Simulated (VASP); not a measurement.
# Ti (P6_3/mmc) in VASP: single point with r2SCAN

Aim: the single point of Ti with r2SCAN.

Everything below comes from runs of VASP 6.6.1. Logs are shortened: lines on timing, memory, paths and dates and some standing lists are left out, and cuts for length are marked.

### Step 1. The cell of the first run

It takes space group P6_3/mmc (No. 194, hexagonal). Conventional cell: a = 2.936 Å, b = 2.936 Å, c = 4.642 Å, α = 90.00°, β = 90.00°, γ = 120.00°. Ti (site symmetry -6m2) has 12 Ti at 2.87 to 2.94 Å within 3.8 Å.

### Step 2. Single point, r2SCAN

File POSCAR:

```
Ti
1.0
    2.9358685257      0.0000000000      0.0000000000
   -1.4679342628      2.5425367254      0.0000000000
    0.0000000000      0.0000000000      4.6417578510
Ti
2
Direct
    0.3333333333      0.6666666667      0.2500000000
    0.6666666667      0.3333333333      0.7500000000
```

File INCAR.step1:

```
SYSTEM = Ti
ALGO = Normal
EDIFF = 1E-4
ENCUT = 520
GGA = PE
ISMEAR = -1
LASPH = .True.
LCHARG = .False.
LREAL = .False.
LWAVE = .True.
NBANDS = 19
NELM = 60
PREC = Accurate
SIGMA = 0.1
```

File INCAR.step2:

```
SYSTEM = Ti
ALGO = Normal
EDIFF = 1E-6
ENCUT = 520
ISIF = 2
ISMEAR = -1
ISTART = 1
LASPH = .True.
LCHARG = .False.
LMIXTAU = .True.
LREAL = .False.
LWAVE = .False.
METAGGA = R2SCAN
NBANDS = 19
NELM = 60
PREC = Accurate
SIGMA = 0.1
```

File KPOINTS:

```
k-points
0
Gamma
  12 12 8
  0 0 0
```

Potentials or basis: VASP PAW PBE potentials, release 64 (Ti_sv).

The run is started by

```
$ cat potpaw_PBE.64/Ti_sv/POTCAR > POTCAR
$ cp INCAR.step1 INCAR
$ mpirun -np 1 vasp_std > vasp.out
$ cp INCAR.step2 INCAR
$ mpirun -np 1 vasp_std > vasp.out
```

OUTCAR:

```text
SYSTEM = Ti
   EDIFF = 1E-6
   ENCUT = 520
   ISIF = 2
   ISMEAR = -1
   ISTART = 1
   LASPH = .True.
   LREAL = .False.
   METAGGA = R2SCAN
   NELM = 60
   PREC = Accurate

 ion  position               nearest neighbor table
   1  0.333  0.667  0.250-   2 2.87   2 2.87   2 2.87   2 2.87   2 2.87   2 2.87
   2  0.667  0.333  0.750-   1 2.87   1 2.87   1 2.87   1 2.87   1 2.87   1 2.87

  LATTYP: Found a hexagonal cell.
 ALAT       =     2.9358685257
 C/A-ratio  =     1.5810509941

  Lattice vectors:

 A1 = (   2.9358685257,   0.0000000000,   0.0000000000)
 A2 = (  -1.4679342628,   2.5425367254,   0.0000000000)
 A3 = (   0.0000000000,   0.0000000000,   4.6417578510)

Analysis of symmetry for initial positions (statically):
=====================================================================
 Subroutine PRICEL returns:
 Original cell was already a primitive cell.

 Routine SETGRP: Setting up the symmetry group for a
 hexagonal supercell.

 Subroutine GETGRP returns: Found 24 space group operations
 (whereof 12 operations were pure point group operations)
 out of a pool of 24 trial point group operations.

The static configuration has the point symmetry D_3d.
 The point group associated with its full space group is D_6h.

Analysis of symmetry for dynamics (positions and initial velocities):
=====================================================================
 Subroutine PRICEL returns:
 Original cell was already a primitive cell.

 Routine SETGRP: Setting up the symmetry group for a
 hexagonal supercell.

 Subroutine GETGRP returns: Found 24 space group operations
 (whereof 12 operations were pure point group operations)
 out of a pool of 24 trial point group operations.

The dynamic configuration has the point symmetry D_3d.
 The point group associated with its full space group is D_6h.

 Subroutine INISYM returns: Found 24 space group operations
 (whereof 12 operations are pure point group operations),
 and found     1 'primitive' translations

----------------------------------------------------------------------------------------

                                     Primitive cell

  volume of cell :      34.6487

  direct lattice vectors                    reciprocal lattice vectors
     2.935868526  0.000000000  0.000000000     0.340614708  0.196653993  0.000000000
    -1.467934263  2.542536725  0.000000000     0.000000000  0.393307986  0.000000000
     0.000000000  0.000000000  4.641757851     0.000000000  0.000000000  0.215435624

  length of vectors
     2.935868526  2.935868526  4.641757851     0.393307986  0.393307986  0.215435624

  position of ions in fractional coordinates (direct lattice)
     0.333333333  0.666666667  0.250000000
     0.666666667  0.333333333  0.750000000

  ion indices of the primitive-cell ions
   primitive index   ion index
                 1           1
                 2           2

----------------------------------------------------------------------------------------

 KPOINTS: k-points

Automatic generation of k-mesh.
 Grid dimensions read from file:
 generate k-points for:   12   12    8

 Generating k-lattice:

  Cartesian coordinates                     Fractional coordinates (reciprocal lattice)
     0.028384559  0.016387833  0.000000000     0.083333333  0.000000000  0.000000000
     0.000000000  0.032775666  0.000000000     0.000000000  0.083333333  0.000000000
     0.000000000  0.000000000  0.026929453     0.000000000  0.000000000  0.125000000

  Length of vectors
     0.032775666  0.032775666  0.026929453

  Shift w.r.t. Gamma in fractional coordinates (k-lattice)
     0.000000000  0.000000000  0.000000000

 Subroutine IBZKPT returns following result:
 ===========================================

 Found     95 irreducible k-points:

 Following reciprocal coordinates:
            Coordinates               Weight
  0.000000  0.000000  0.000000      1.000000
  0.083333  0.000000  0.000000      6.000000
  0.166667  0.000000  0.000000      6.000000
  0.250000  0.000000  0.000000      6.000000
  0.333333  0.000000  0.000000      6.000000
  0.416667  0.000000  0.000000      6.000000
[... 16 lines left out ...]
  0.250000  0.000000  0.125000     12.000000
  0.333333  0.000000  0.125000     12.000000
 [... further k-points ...]
   k-points           NKPTS =     95   k-points in BZ     NKDIM =     95   number of bands    NBANDS=     19
   number of dos      NEDOS =    301   number of ions     NIONS =      2
   total plane-waves  NPLWV =  20736
   dimension x,y,z NGX =    24 NGY =   24 NGZ =   36
   dimension x,y,z NGXF=    48 NGYF=   48 NGZF=   72
   ions per type =               2
   NGX,Y,Z   is equivalent  to a cutoff of  13.59, 13.59, 12.89 a.u.
   NGXF,Y,Z  is equivalent  to a cutoff of  27.18, 27.18, 25.79 a.u.
 SYSTEM =  Ti
   PREC   = accura    normal or accurate (medium, high low for compatibility)
   ISTART =      1    job   : 0-new  1-cont  2-samecut
   ICHARG =      0    charge: 1-file 2-atom 10-const
   ISPIN  =      1    spin polarized calculation?
   LNONCOLLINEAR =      F non collinear calculations
   LSORBIT =      F    spin-orbit coupling
   LASPH  =      T    aspherical Exc in radial PAW
   ENCUT  =  520.0 eV  38.22 Ry    6.18 a.u.   5.46  5.46  8.63*2*pi/ulx,y,z
   NELM   =     60;   NELMIN=  2; NELMDL=  0     # of ELM steps
   EDIFF  = 0.1E-05   stopping-criterion for ELM
   LREAL  =      F    real-space projection
   EDIFFG = 0.1E-04   stopping-criterion for IOM
   NSW    =      0    number of steps for IOM
   IBRION =     -1    ionic relax: 0-MD 1-quasi-New 2-CG
   NFREE  =      0    steps in history (QN), initial steepest desc. (CG)
   ISIF   =      2    stress and relaxation
   ISYM   =      2    0-nonsym 1-usesym 2-fastsym
   POTIM  = 0.5000    time-step for ionic-motion
   TEBEG  =    0.0;   TEEND  =   0.0 temperature during run
   PSTRESS=    0.0 pullay stress
   NELECT =      24.0000    total number of electrons
   NUPDOWN=      -1.0000    fix difference up-down
   EMIN   =  10.00;   EMAX   =-10.00  energy-range for DOS
   EFERMI =   0.00;   METHOD = LEGACY
   ISMEAR =    -1;   SIGMA  =   0.10  broadening in eV -4-tet -1-fermi 0-gaus
   EFERMI_NEDOS =   21; number of points for ismear=-14 and -15
   IALGO  =     38    algorithm
   IMIX   =      4    mixing-type and parameters
     AMIX     =   0.40;   BMIX     =  1.00
     AMIX_MAG =   1.60;   BMIX_MAG =  1.00
  volume/ion in A,a.u.               =      17.32       116.91
  Fermi-wavevector in a.u.,A,eV,Ry     =   1.448493  2.737255 28.546828  2.098133
  Thomas-Fermi vector in A             =   2.566328
   LORBIT       =      0    0 simple, 1 ext, 2 COOP (PROOUT), +10 PAW based schemes
   METAGGA = R2SCAN    functional components
   LHFCALC =     F    Hartree Fock is set to
   AEXX    =    0.0000 exact exchange contribution
   IVDW    =     0    specifies the selected vdW correction
   LEPSILON=     F    determine dielectric tensor
   LRPA    =     F    only Hartree local field effects (RPA)
 non-spin polarized calculation
  energy-cutoff  :      520.00
  volume of cell :       34.65
 maximum number of plane-waves:       965
 NGX is ok and might be reduce to    24
   NGX = 11   NGY = 11   NGZ = 17

 number of electron      24.0000002 magnetization

 Free energy of the ion-electron system (eV)
  ---------------------------------------------------
  ext. energy  EPLUGINS =         0.00000000
  ---------------------------------------------------
  free energy    TOTEN  =       -25.93144220 eV

  energy without entropy =      -25.86648095  energy(sigma->0) =      -25.89896157

 E-fermi :   8.4104     XC(G=0): -12.4092

 val. band max:        8.3861861311   @ k =   0.3333   0.2500   0.3750
 cond. band min:       8.4444613696   @ k =   0.1667   0.0000   0.0000
 fundamental gap:      0.0582752385
 Fermi energy:         8.4104263113

 k-point     1 :       0.0000    0.0000    0.0000
  band No.  band energies     occupation
      1     -50.8028      2.00000
      2     -50.6568      2.00000
      3     -26.3655      2.00000
      4     -25.6969      2.00000
      5     -25.6969      2.00000
      6     -25.6198      2.00000
[... 11 lines left out ...]
     18      10.2523      0.00000
     19      11.8233      0.00000

 k-point     2 :       0.0833    0.0000    0.0000
  band No.  band energies     occupation
      1     -50.7955      2.00000
      2     -50.6540      2.00000
      3     -26.3494      2.00000
      4     -25.7295      2.00000
      5     -25.7078      2.00000
      6     -25.6265      2.00000
[... 11 lines left out ...]
     18      10.1377      0.00000
     19      11.8844      0.00000

 k-point     3 :       0.1667    0.0000    0.0000
  band No.  band energies     occupation
      1     -50.7753      2.00000
      2     -50.6466      2.00000
      3     -26.3033      2.00000
      4     -25.8193      2.00000
      5     -25.7367      2.00000
      6     -25.7172      2.00000
[... 11 lines left out ...]
     18      10.3151      0.00000
     19      12.0118      0.00000

 k-point     4 :       0.2500    0.0000    0.0000
  band No.  band energies     occupation
      1     -50.7465      2.00000
      2     -50.6379      2.00000
      3     -26.2342      2.00000
      4     -25.9435      2.00000
      5     -25.8366      2.00000
      6     -25.7743      2.00000
[... 11 lines left out ...]
     18      10.8460      0.00000
     19      12.1301      0.00000

 k-point     5 :       0.3333    0.0000    0.0000
  band No.  band energies     occupation
      1     -50.7153      2.00000
      2     -50.6314      2.00000
      3     -26.1529      2.00000
      4     -26.0687      2.00000
      5     -25.9516      2.00000
      6     -25.8106      2.00000
[... 11 lines left out ...]
     18      11.4427      0.00000
     19      12.2110      0.00000
[... 334 lines left out ...]
      2     -50.6594      2.00000
      3     -26.3237      2.00000
      4     -25.7249      2.00000
      5     -25.7036      2.00000
      6     -25.6685      2.00000
[... 11 lines left out ...]
     18      10.3318      0.00000
     19      11.8848      0.00000

 k-point    22 :       0.1667    0.0000    0.1250
  band No.  band energies     occupation
      1     -50.7705      2.00000
      2     -50.6516      2.00000
      3     -26.2829      2.00000
      4     -25.8126      2.00000
      5     -25.7451      2.00000
      6     -25.7318      2.00000
[... 11 lines left out ...]
     18      10.3467      0.00000
     19      11.9919      0.00000

 k-point    23 :       0.2500    0.0000    0.1250
  band No.  band energies     occupation
      1     -50.7424      2.00000
      2     -50.6420      2.00000
      3     -26.2253      2.00000
      4     -25.9310      2.00000
      5     -25.8591      2.00000
      6     -25.7688      2.00000
[... 11 lines left out ...]
     18      10.8013      0.00000
     19      12.0893      0.00000

 k-point    24 :       0.3333    0.0000    0.1250
  band No.  band energies     occupation
      1     -50.7120      2.00000
      2     -50.6346      2.00000
      3     -26.1784      2.00000
      4     -26.0320      2.00000
      5     -25.9681      2.00000
      6     -25.8044      2.00000
[... 11 lines left out ...]
     18      11.3635      0.00000
     19      12.1568      0.00000

 [... further k-points ...]

------------------------ aborting loop because EDIFF is reached ----------------------------------------

  FORCE on cell =-STRESS in cart. coord.  units (eV):
  Direction    XX          YY          ZZ          XY          YZ          ZX
  --------------------------------------------------------------------------------------
  -------------------------------------------------------------------------------------
  Total        0.0794057      0.0794057      0.0710418      0.0000000      0.0000000     -0.0000000
  in kB        3.6717742      3.6717742      3.2850233      0.0000000      0.0000000     -0.0000000
  external PRESSURE =       3.5428572 kB  Pullay stress =       0.0000000 kB

 VOLUME and BASIS-vectors are now :
 -----------------------------------------------------------------------------
  energy-cutoff  :      520.00
  volume of cell :       34.65
      direct lattice vectors                 reciprocal lattice vectors
     2.935868526  0.000000000  0.000000000     0.340614708  0.196653993  0.000000000
    -1.467934263  2.542536725  0.000000000     0.000000000  0.393307986  0.000000000
     0.000000000  0.000000000  4.641757851     0.000000000  0.000000000  0.215435624

 POSITION                                       TOTAL-FORCE (eV/Angst)
 -----------------------------------------------------------------------------------
     -0.00000      1.69502      1.16044        -0.000000      0.000000      0.000000
      1.46793      0.84751      3.48132         0.000000     -0.000000      0.000000
 -----------------------------------------------------------------------------------
    total drift:                                0.000000     -0.000000      0.000000

  FREE ENERGIE OF THE ION-ELECTRON SYSTEM (eV)
  ---------------------------------------------------
  free  energy   TOTEN  =       -25.9314421976 eV

  energy  without entropy=      -25.8664809453  energy(sigma->0) =      -25.89896157
```

It took 77 s on 1 thread of Intel Xeon 6975P-C (Granite Rapids), shared host; peak memory 0.19 GiB.

Results:

| Quantity | Value |
| --- | --- |
| Free energy | -25.9314 eV |
| Pressure | 0.4 GPa |
| Band gap on the k mesh | zero (band 12 reaches 9.29 eV, above the bottom of band 13 at 8.08 eV) |

Levels at points of the mesh, in eV from the Fermi level:
| k point | band 9 | band 10 | band 11 | band 12 | band 13 | band 14 | band 15 | band 16 |
| --- | --- | --- | --- | --- | --- | --- | --- | --- |
| (0.00, 0.00, 0.00) | -6.61 | -2.85 | 0.60 | 0.88 | 0.88 | 1.01 | 1.42 | 1.42 |
| (0.50, 0.00, 0.00) | -2.51 | -2.28 | -1.93 | -0.83 | 0.63 | 0.72 | 1.29 | 3.56 |
| (0.00, 0.00, 0.50) | -4.66 | -4.66 | 0.09 | 0.09 | 0.80 | 0.80 | 0.80 | 0.80 |
| (0.50, 0.00, 0.50) | -2.67 | -2.67 | -0.86 | -0.86 | 1.26 | 1.26 | 1.93 | 1.93 |

Caveat: the PAW data sets were made with another functional, which shifts forces and pressure a little.
